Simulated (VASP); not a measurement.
# LiF (Fm-3m) in VASP: further runs

Runs on LiF. Level: PBE. Tasks: single point.

Program: VASP 6.6.1. These are calculated values, not measurements. Logs are shortened: lines on timing, memory, paths and dates and some standing lists are left out, and cuts for length are marked.

**1. The cell of the first run**

Symmetry: Fm-3m, No. 225, cubic system. Conventional cell: a = 3.990 Å, b = 3.990 Å, c = 3.990 Å, α = 90.00°, β = 90.00°, γ = 90.00°. Li (site symmetry m-3m) has 6 F at 1.99 Å within 2.6 Å. F (site symmetry m-3m) has 6 Li at 1.99 Å within 2.6 Å.

**2. Single point, PBE**

File INCAR:

```
PREC = Accurate
ENCUT = 520
EDIFF = 1E-7
ISMEAR = 0
SIGMA = 0.01
LREAL = F
LASPH = T
NELM = 60
ALGO = Normal
ISIF = 2
LWAVE = F
LCHARG = T
GGA = PE
LELF = T
LVHAR = T
NBANDS = 12
```

File KPOINTS:

```
regular mesh
0
Gamma
  6 6 6
```

File POSCAR:

```
LiF
1.0
    0.0000000000      1.9948715911      1.9948715911
    1.9948715911      0.0000000000      1.9948715911
    1.9948715911      1.9948715911      0.0000000000
Li F
1 1
Direct
    0.0000000000      0.0000000000      0.0000000000
    0.5000000000      0.5000000000      0.5000000000
```

Potentials or basis: VASP PAW PBE potentials, release 64 (Li_sv, F).

Command:

```
> cat potpaw_PBE.64/Li_sv/POTCAR potpaw_PBE.64/F/POTCAR > POTCAR
> mpirun -np 1 vasp_std > vasp.out
```

OUTCAR:

```text
PREC = Accurate
   ENCUT = 520
   EDIFF = 1E-7
   ISMEAR = 0
   LREAL = F
   LASPH = T
   NELM = 60
   ISIF = 2
   GGA = PE

 ion  position               nearest neighbor table
   1  0.000  0.000  0.000-   2 1.99   2 1.99   2 1.99   2 1.99   2 1.99   2 1.99
   2  0.500  0.500  0.500-   1 1.99   1 1.99   1 1.99   1 1.99   1 1.99   1 1.99

  LATTYP: Found a face centered cubic cell.
 ALAT       =     3.9897431822

  Lattice vectors:

 A1 = (   0.0000000000,   1.9948715911,   1.9948715911)
 A2 = (   1.9948715911,   0.0000000000,   1.9948715911)
 A3 = (   1.9948715911,   1.9948715911,   0.0000000000)

Analysis of symmetry for initial positions (statically):
=====================================================================
 Subroutine PRICEL returns:
 Original cell was already a primitive cell.

 Routine SETGRP: Setting up the symmetry group for a
 face centered cubic supercell.

 Subroutine GETGRP returns: Found 48 space group operations
 (whereof 48 operations were pure point group operations)
 out of a pool of 48 trial point group operations.

The static configuration has the point symmetry O_h .

Analysis of symmetry for dynamics (positions and initial velocities):
=====================================================================
 Subroutine PRICEL returns:
 Original cell was already a primitive cell.

 Routine SETGRP: Setting up the symmetry group for a
 face centered cubic supercell.

 Subroutine GETGRP returns: Found 48 space group operations
 (whereof 48 operations were pure point group operations)
 out of a pool of 48 trial point group operations.

The dynamic configuration has the point symmetry O_h .

 Subroutine INISYM returns: Found 48 space group operations
 (whereof 48 operations are pure point group operations),
 and found     1 'primitive' translations

----------------------------------------------------------------------------------------

                                     Primitive cell

  volume of cell :      15.8772

  direct lattice vectors                    reciprocal lattice vectors
     0.000000000  1.994871591  1.994871591    -0.250642699  0.250642699  0.250642699
     1.994871591  0.000000000  1.994871591     0.250642699 -0.250642699  0.250642699
     1.994871591  1.994871591  0.000000000     0.250642699  0.250642699 -0.250642699

  length of vectors
     2.821174459  2.821174459  2.821174459     0.434125889  0.434125889  0.434125889

  position of ions in fractional coordinates (direct lattice)
     0.000000000  0.000000000  0.000000000
     0.500000000  0.500000000  0.500000000

  ion indices of the primitive-cell ions
   primitive index   ion index
                 1           1
                 2           2

----------------------------------------------------------------------------------------

 KPOINTS: regular mesh

Automatic generation of k-mesh.
 Grid dimensions read from file:
 generate k-points for:    6    6    6

 Generating k-lattice:

  Cartesian coordinates                     Fractional coordinates (reciprocal lattice)
    -0.041773783  0.041773783  0.041773783     0.166666667  0.000000000  0.000000000
     0.041773783 -0.041773783  0.041773783     0.000000000  0.166666667  0.000000000
     0.041773783  0.041773783 -0.041773783     0.000000000  0.000000000  0.166666667

  Length of vectors
     0.072354315  0.072354315  0.072354315

  Shift w.r.t. Gamma in fractional coordinates (k-lattice)
     0.000000000  0.000000000  0.000000000

 Subroutine IBZKPT returns following result:
 ===========================================

 Found     16 irreducible k-points:

 Following reciprocal coordinates:
            Coordinates               Weight
  0.000000  0.000000  0.000000      1.000000
  0.166667  0.000000  0.000000      8.000000
  0.333333  0.000000  0.000000      8.000000
  0.500000  0.000000  0.000000      4.000000
  0.166667  0.166667  0.000000      6.000000
  0.333333  0.166667  0.000000     24.000000
[... 8 lines left out ...]
 -0.333333  0.333333  0.166667     24.000000
 -0.333333  0.500000  0.166667     12.000000
   k-points           NKPTS =     16   k-points in BZ     NKDIM =     16   number of bands    NBANDS=     12
   number of dos      NEDOS =    301   number of ions     NIONS =      2
   total plane-waves  NPLWV =  13824
   dimension x,y,z NGX =    24 NGY =   24 NGZ =   24
   dimension x,y,z NGXF=    48 NGYF=   48 NGZF=   48
   ions per type =               1   1
   NGX,Y,Z   is equivalent  to a cutoff of  14.14, 14.14, 14.14 a.u.
   NGXF,Y,Z  is equivalent  to a cutoff of  28.29, 28.29, 28.29 a.u.
 SYSTEM =  unknown system
   PREC   = accura    normal or accurate (medium, high low for compatibility)
   ISTART =      0    job   : 0-new  1-cont  2-samecut
   ICHARG =      2    charge: 1-file 2-atom 10-const
   ISPIN  =      1    spin polarized calculation?
   LNONCOLLINEAR =      F non collinear calculations
   LSORBIT =      F    spin-orbit coupling
   LASPH  =      T    aspherical Exc in radial PAW
   ENCUT  =  520.0 eV  38.22 Ry    6.18 a.u.   5.25  5.25  5.25*2*pi/ulx,y,z
   NELM   =     60;   NELMIN=  2; NELMDL= -5     # of ELM steps
   EDIFF  = 0.1E-06   stopping-criterion for ELM
   LREAL  =      F    real-space projection
   EDIFFG = 0.1E-05   stopping-criterion for IOM
   NSW    =      0    number of steps for IOM
   IBRION =     -1    ionic relax: 0-MD 1-quasi-New 2-CG
   NFREE  =      0    steps in history (QN), initial steepest desc. (CG)
   ISIF   =      2    stress and relaxation
   ISYM   =      2    0-nonsym 1-usesym 2-fastsym
   POTIM  = 0.5000    time-step for ionic-motion
   TEBEG  =    0.0;   TEEND  =   0.0 temperature during run
   PSTRESS=    0.0 pullay stress
   NELECT =      10.0000    total number of electrons
   NUPDOWN=      -1.0000    fix difference up-down
   EMIN   =  10.00;   EMAX   =-10.00  energy-range for DOS
   EFERMI =   0.00;   METHOD = LEGACY
   ISMEAR =     0;   SIGMA  =   0.01  broadening in eV -4-tet -1-fermi 0-gaus
   EFERMI_NEDOS =   21; number of points for ismear=-14 and -15
   IALGO  =     38    algorithm
   IMIX   =      4    mixing-type and parameters
     AMIX     =   0.40;   BMIX     =  1.00
     AMIX_MAG =   1.60;   BMIX_MAG =  1.00
  volume/ion in A,a.u.               =       7.94        53.57
  Fermi-wavevector in a.u.,A,eV,Ry     =   1.403298  2.651849 26.793206  1.969245
  Thomas-Fermi vector in A             =   2.525974
   LORBIT       =      0    0 simple, 1 ext, 2 COOP (PROOUT), +10 PAW based schemes
   GGA     = PE    functional components
   LHFCALC =     F    Hartree Fock is set to
   AEXX    =    0.0000 exact exchange contribution
   IVDW    =     0    specifies the selected vdW correction
   LEPSILON=     F    determine dielectric tensor
   LRPA    =     F    only Hartree local field effects (RPA)
 non-spin polarized calculation
 Gauss-broadening in eV      SIGMA  =   0.01
  energy-cutoff  :      520.00
  volume of cell :       15.88
 maximum number of plane-waves:       444
 NGX is ok and might be reduce to    24
   NGX = 11   NGY = 11   NGZ = 11

 number of electron      10.0000000 magnetization

 number of electron       9.9999997 magnetization

 Free energy of the ion-electron system (eV)
  ---------------------------------------------------
  ext. energy  EPLUGINS =         0.00000000
  ---------------------------------------------------
  free energy    TOTEN  =        -9.62825911 eV

  energy without entropy =       -9.62825911  energy(sigma->0) =       -9.62825911

 E-fermi :  -0.6495     XC(G=0): -10.1228

 val. band max:       -0.8421423195   @ k =   0.0000   0.0000   0.0000
 cond. band min:       8.5098596818   @ k =   0.0000   0.0000   0.0000
 fundamental gap:      9.3520020012
 Fermi energy:        -0.6495210366

 k-point     1 :       0.0000    0.0000    0.0000
  band No.  band energies     occupation
      1     -41.7000      2.00000
      2     -20.8959      2.00000
      3      -0.8421      2.00000
      4      -0.8421      2.00000
      5      -0.8421      2.00000
      6       8.5099      0.00000
      7      23.5068      0.00000
      8      23.5068      0.00000
      9      23.5068      0.00000
     10      23.7657      0.00000
     11      23.7657      0.00000
     12      23.7658      0.00000

 k-point     2 :       0.1667    0.0000    0.0000
  band No.  band energies     occupation
      1     -41.6836      2.00000
      2     -20.7886      2.00000
      3      -1.5876      2.00000
      4      -0.9044      2.00000
      5      -0.9044      2.00000
      6       9.2154      0.00000
      7      18.9539      0.00000
      8      21.1605      0.00000
      9      21.1605      0.00000
     10      25.5673      0.00000
     11      25.7241      0.00000
     12      25.7241      0.00000

 k-point     3 :       0.3333    0.0000    0.0000
  band No.  band energies     occupation
      1     -41.6505      2.00000
      2     -20.5609      2.00000
      3      -2.8694      2.00000
      4      -1.0231      2.00000
      5      -1.0231      2.00000
      6      10.0396      0.00000
      7      16.5252      0.00000
      8      19.0580      0.00000
      9      19.0580      0.00000
     10      27.8693      0.00000
     11      28.5812      0.00000
     12      28.5812      0.00000
[... 166 lines left out ...]
 k-point    15 :      -0.3333    0.3333    0.1667
  band No.  band energies     occupation
      1     -41.6205      2.00000
      2     -20.2493      2.00000
      3      -3.1433      2.00000
      4      -2.5800      2.00000
      5      -1.4931      2.00000
      6      12.9091      0.00000
      7      14.7749      0.00000
      8      17.9856      0.00000
      9      18.7413      0.00000
     10      26.7825      0.00000
     11      27.6015      0.00000
     12      35.1314      0.00000

 k-point    16 :      -0.3333    0.5000    0.1667
  band No.  band energies     occupation
      1     -41.6162      2.00000
      2     -20.1758      2.00000
      3      -3.5065      2.00000
      4      -2.4688      2.00000
      5      -1.7206      2.00000
      6      14.2923      0.00000
      7      14.7936      0.00000
      8      16.9002      0.00000
      9      19.0045      0.00000
     10      23.4547      0.00000
     11      31.2263      0.00000
     12      33.6664      0.00000

------------------------ aborting loop because EDIFF is reached ----------------------------------------

  FORCE on cell =-STRESS in cart. coord.  units (eV):
  Direction    XX          YY          ZZ          XY          YZ          ZX
  --------------------------------------------------------------------------------------
  -------------------------------------------------------------------------------------
  Total        0.3954970      0.3954970      0.3954970     -0.0000000      0.0000000      0.0000000
  in kB       39.9097453     39.9097453     39.9097453     -0.0000000      0.0000000      0.0000000
  external PRESSURE =      39.9097453 kB  Pullay stress =       0.0000000 kB

 VOLUME and BASIS-vectors are now :
 -----------------------------------------------------------------------------
  energy-cutoff  :      520.00
  volume of cell :       15.88
      direct lattice vectors                 reciprocal lattice vectors
     0.000000000  1.994871591  1.994871591    -0.250642699  0.250642699  0.250642699
     1.994871591  0.000000000  1.994871591     0.250642699 -0.250642699  0.250642699
     1.994871591  1.994871591  0.000000000     0.250642699  0.250642699 -0.250642699

 POSITION                                       TOTAL-FORCE (eV/Angst)
 -----------------------------------------------------------------------------------
      0.00000      0.00000      0.00000        -0.000000     -0.000000      0.000000
      1.99487      1.99487      1.99487         0.000000      0.000000     -0.000000
 -----------------------------------------------------------------------------------
    total drift:                               -0.000000     -0.000000      0.000000

  FREE ENERGIE OF THE ION-ELECTRON SYSTEM (eV)
  ---------------------------------------------------
  free  energy   TOTEN  =        -9.6282591128 eV

  energy  without entropy=       -9.6282591128  energy(sigma->0) =       -9.62825911
```

Run time: 7.1 s. Hardware: 1 thread of Intel Xeon 8259CL, shared host; peak memory 0.12 GiB.

What came out:

* Free energy: -9.6283 eV
* Band gap on the k mesh: 9.35 eV, direct

Levels at points of the mesh, in eV from the valence-band top:
```
           k point  band 1  band 2  band 3  band 4  band 5  band 6  band 7  band 8  band 9  band 10
(0.00, 0.00, 0.00)  -40.86  -20.05    0.00    0.00    0.00    9.35   24.35   24.35   24.35    24.61
(0.50, 0.00, 0.00)  -40.79  -19.60   -2.60   -0.24   -0.24   10.92   17.08   19.12   19.12    30.88
(0.50, 0.50, 0.00)  -40.78  -19.31   -3.13   -1.04   -1.04   15.08   16.61   17.80   20.58    20.58
```

Caveat: the k points lie up to 0.45 Å⁻¹ apart; the cutoff is under 1.25 times the usual one of these potentials, so pressure, stress and relaxed cells hold a basis-set (Pulay) error.

**3. Single point, PBE (volume changed by -5%)**

File INCAR:

```
  PREC = Accurate
  ENCUT = 520
  EDIFF = 1E-6
  ISMEAR = 0
  SIGMA = 0.01
  LREAL = False
  LASPH = True
  NELM = 100
  ALGO = Normal
  ISIF = 2
  LWAVE = False
  LCHARG = True
  GGA = PE
  LELF = True
  LVHAR = True
  NBANDS = 12
```

KPOINTS is that of step 2.

File POSCAR:

```
LiF
1.0
    0.0000000000      1.9610536751      1.9610536751
    1.9610536751      0.0000000000      1.9610536751
    1.9610536751      1.9610536751      0.0000000000
Li F
1 1
Direct
    0.0000000000      0.0000000000      0.0000000000
    0.5000000000      0.5000000000      0.5000000000
```

Potentials or basis: VASP PAW PBE potentials, release 64 (Li_sv, F).

Command:

```
> cat potpaw_PBE.64/Li_sv/POTCAR potpaw_PBE.64/F/POTCAR > POTCAR
> mpirun -np 1 vasp_std > vasp.out
```

Wall time 5.2 s (1 thread of Intel Xeon 8259CL, shared host); peak memory 0.13 GiB.

Results (log left out):

```yaml
Free_energy: -9.5941 eV
Band_gap_on_the_k_mesh: 9.84 eV, direct
```

Levels at points of the mesh, in eV from the valence-band top:
| k point | band 3 | band 4 | band 5 | band 6 | band 7 | band 8 |
| --- | --- | --- | --- | --- | --- | --- |
| (0.00, 0.00, 0.00) | 0.00 | 0.00 | 0.00 | 9.84 | 25.04 | 25.04 |
| (0.50, 0.00, 0.00) | -2.77 | -0.26 | -0.26 | 11.20 | 17.72 | 19.54 |
| (0.50, 0.50, 0.00) | -3.37 | -1.12 | -1.12 | 15.59 | 16.85 | 18.45 |

Caveat: the k points lie up to 0.46 Å⁻¹ apart; the cutoff is under 1.25 times the usual one of these potentials, so pressure, stress and relaxed cells hold a basis-set (Pulay) error.

**4. Single point, PBE (volume changed by +5%)**

File INCAR:

```
SYSTEM = LiF
  ALGO = Normal
  EDIFF = 1E-6
  ENCUT = 520
  GGA = PE
  ISIF = 2
  ISMEAR = 0
  LASPH = .True.
  LCHARG = .True.
  LELF = .True.
  LREAL = .False.
  LVHAR = .True.
  LWAVE = .False.
  NBANDS = 12
  NELM = 60
  PREC = Accurate
  SIGMA = 0.01
```

File KPOINTS:

```
k-points
0
Gamma
  6 6 6
  0 0 0
```

File POSCAR:

```
LiF
1.0
    0.0000000000      2.0275802176      2.0275802176
    2.0275802176      0.0000000000      2.0275802176
    2.0275802176      2.0275802176      0.0000000000
Li F
1 1
Direct
    0.0000000000      0.0000000000      0.0000000000
    0.5000000000      0.5000000000      0.5000000000
```

Command:

```
> cat potpaw_PBE.64/Li_sv/POTCAR potpaw_PBE.64/F/POTCAR > POTCAR
> mpirun -np 1 vasp_std > vasp.out
```

Run time: 4.9 s. Hardware: 1 thread of Intel Xeon 8259CL, shared host; peak memory 0.13 GiB.

It converged, with:

```yaml
Free_energy: -9.6405 eV
Band_gap_on_the_k_mesh: 8.91 eV, direct
```

Levels at points of the mesh, in eV from the valence-band top:
| k point | band 2 | band 3 | band 4 | band 5 | band 6 | band 7 | band 8 | band 9 |
| --- | --- | --- | --- | --- | --- | --- | --- | --- |
| (0.00, 0.00, 0.00) | -19.92 | 0.00 | 0.00 | 0.00 | 8.91 | 23.70 | 23.70 | 23.70 |
| (0.50, 0.00, 0.00) | -19.50 | -2.46 | -0.22 | -0.22 | 10.67 | 16.50 | 18.73 | 18.73 |
| (0.50, 0.50, 0.00) | -19.25 | -2.92 | -0.97 | -0.97 | 14.62 | 16.38 | 17.21 | 20.00 |

Caveat: the k points lie up to 0.45 Å⁻¹ apart; the cutoff is under 1.25 times the usual one of these potentials, so pressure, stress and relaxed cells hold a basis-set (Pulay) error.

[end of part 1 of 2]
